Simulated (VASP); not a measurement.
Input of a VASP 6.6.1 run:

Contents of INCAR:

```
SYSTEM = HfN
  ALGO = Normal
  EDIFF = 1E-7
  EDIFFG = -0.01
  ENCUT = 600
  GGA = PS
  GGA_COMPAT = .False.
  IBRION = 2
  ISIF = 3
  ISMEAR = -1
  LASPH = .True.
  LCHARG = .False.
  LREAL = .False.
  LWAVE = .False.
  NELM = 120
  NELMIN = 4
  NSW = 80
  PREC = Accurate
  PSTRESS = 100.0
  SIGMA = 0.1
```

KPOINTS

```
k-points
0
Gamma
  7 7 7
  0 0 0
```

File POSCAR:

```
HfN
1.0
    0.0000000000      2.2950000000      2.2950000000
    2.2950000000      0.0000000000      2.2950000000
    2.2950000000      2.2950000000      0.0000000000
Hf N
1 1
Direct
    0.0000000000      0.0000000000      0.0000000000
    0.5000000000      0.5000000000      0.5000000000
```

Potentials or basis: VASP PAW PBE potentials, release 64 (Hf_pv, N).

The run is started by

```console
$ cat potpaw_PBE.64/Hf_pv/POTCAR potpaw_PBE.64/N/POTCAR > POTCAR
$ mpirun -np 1 vasp_std > vasp.out
```

**Question.** Estimate the band gap on the k mesh.

**Answer.** Zero (an odd number of electrons rules out a gap without spin polarisation).

**Question.** Estimate the relaxed cell.

**Answer.** a = 3.142 Å, b = 3.142 Å, c = 3.142 Å, α = 60.00°, β = 60.00°, γ = 60.00°.

**Question.** Predict the relaxed volume.

**Answer.** 10.96 Å³/atom.

Final structure:
```xyz
2
Lattice="0.0000 2.2215 2.2215 2.2215 0.0000 2.2215 2.2215 2.2215 0.0000" Properties=species:S:1:pos:R:3 pbc="T T T"
Hf    0.0000    0.0000    0.0000
N     2.2215    2.2215    2.2215
```

Caveat: the cell is relaxed towards a set pressure, so the run minimises the enthalpy, not the energy; the PAW data sets were made with another functional, which shifts forces and pressure a little; spin-orbit coupling is left out, which moves the levels of the heavy elements.
